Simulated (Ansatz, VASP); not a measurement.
## Two plane-wave programs on Ga

Contents of INCAR:

```
  PREC = Accurate
  ENCUT = 520
  EDIFF = 1E-6
  ISMEAR = 0
  SIGMA = 0.1
  LREAL = F
  LASPH = T
  NELM = 80
  ALGO = Fast
  ISIF = 2
  LWAVE = F
  LCHARG = T
  GGA = PE
  LELF = T
  LVHAR = T
  NBANDS = 12
```

Contents of KPOINTS:

```
Automatic mesh
0
Gamma
  18 18 18
```

POSCAR

```
Ga
1.0
   -1.6985593013      1.6985593013      1.6985593013
    1.6985593013     -1.6985593013      1.6985593013
    1.6985593013      1.6985593013     -1.6985593013
Ga
1
Direct
    0.0000000000      0.0000000000      0.0000000000
```

Input for Ansatz:

```yaml
crystal:
  lattice:
    - [-1.6985593013, 1.6985593013, 1.6985593013]
    - [1.6985593013, -1.6985593013, 1.6985593013]
    - [1.6985593013, 1.6985593013, -1.6985593013]
  atoms:
    - { symbol: Ga, position: [0.0, 0.0, 0.0] }
basis:
  ecutwfc: 420
kpoints:
  mp_grid: { grid: [18, 18, 18] }
hamiltonian:
  xc: pbe
scf:
  occupations: { method: gaussian, width: 0.1 }
output:
  forces: true
  stress: true
  eigenvalues: true
```

Alike in both runs: task single point; functional PBE; k mesh 18 × 18 × 18; occupations gaussian, width 0.1 eV; no spin polarisation.

```csv
,VASP,Ansatz
version,VASP 6.6.1,Ansatz 0.2.0
potentials or method,"VASP PAW PBE potentials, release 64 (Ga_d), cutoff 520 eV","scalar-relativistic, plane waves, PAW"
valence electrons in the cell,13,13
```

```csv
,VASP,Ansatz,Ansatz less VASP
gap on the k mesh at the Fermi level (eV),none,none,-
pressure (GPa),-0.8,-1.0,-0.13
```

A gap of «none» marks a metal or a gap that the smearing closes. The functional is the same, so the differences come from potentials, cutoffs and numerics.
